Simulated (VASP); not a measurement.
Runs of VASP 6.6.1 on BP. The structure is that of space group F-43m (No. 216), or close to it. The cells are those of the table. 

```tsv
task	cell	k mesh	cutoff (eV)	smearing	gap on the mesh (eV)	pressure (GPa)
single point	a = 3.209 Å, angles 60.0°, 2 atoms	6 × 6 × 6	500	gaussian 0.1 eV	1.33	(a)
relaxation of cell and atoms	relaxed from a = 3.209 Å, angles 60.0°, 2 atoms	10 × 10 × 10	600	gaussian 0.02 eV	1.21	0.0
single point	a = 3.187 Å, angles 60.0°, 2 atoms	10 × 10 × 10	500	gaussian 0.02 eV	1.21	-0.2
single point	a = 3.187 Å, angles 60.0°, 2 atoms	10 × 10 × 10	520	gaussian 0.02 eV	1.21	-0.2
```

Alike in all rows: level PBE+D3(BJ); potentials or basis VASP PAW PBE potentials, release 64 (B, P); no spin polarisation.

Fill in the values left out.

(a) -3.4.

A k mesh can miss the band edges.
